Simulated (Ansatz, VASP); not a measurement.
## BeS: VASP beside Ansatz

The input INCAR:

```
  PREC = Accurate
  ENCUT = 600
  EDIFF = 1E-6
  ISMEAR = 0
  SIGMA = 0.02
  LREAL = False
  LASPH = True
  NELM = 120
  ALGO = Normal
  ISIF = 2
  LWAVE = False
  LCHARG = True
  GGA = PE
  LELF = True
  LVHAR = True
  NBANDS = 11
  GGA_COMPAT = False
```

File KPOINTS:

```
Automatic mesh
0
Gamma
  8 8 8
```

Contents of POSCAR:

```
BeS
1.0
    0.0000000000      2.4614235000      2.4614235000
    2.4614235000      0.0000000000      2.4614235000
    2.4614235000      2.4614235000      0.0000000000
Be S
1 1
Direct
    0.0000000000      0.0000000000      0.0000000000
    0.7500000000      0.7500000000      0.7500000000
```

Input for Ansatz:

```yaml
crystal:
  lattice:
    - [0.0, 2.4614235, 2.4614235]
    - [2.4614235, 0.0, 2.4614235]
    - [2.4614235, 2.4614235, 0.0]
  atoms:
    - { symbol: Be, position: [0.0, 0.0, 0.0] }
    - { symbol: S, position: [0.75, 0.75, 0.75] }
basis:
  ecutwfc: 420
kpoints:
  mp_grid: { grid: [8, 8, 8] }
hamiltonian:
  xc: pbe
scf:
  occupations: { method: gaussian, width: 0.02 }
output:
  forces: true
  stress: true
  eigenvalues: true
```

Alike in both runs: task single point; functional PBE; k mesh 8 × 8 × 8; occupations gaussian, width 0.02 eV; no spin polarisation.

```csv
,VASP,Ansatz
version,VASP 6.6.1,Ansatz 0.2.0
potentials or method,"VASP PAW PBE potentials, release 64 (Be, S), cutoff 600 eV","scalar-relativistic, plane waves, PAW"
valence electrons in the cell,8,8
```

|  | VASP | Ansatz | Ansatz less VASP |
| --- | --- | --- | --- |
| gap on the k mesh at the Fermi level (eV) | 3.21 | 3.21 | -0.001 |
| least direct gap on the mesh (eV) | 5.51 | 5.51 | +0.001 |
| pressure (GPa) | -2.5 | -2.5 | -0.04 |
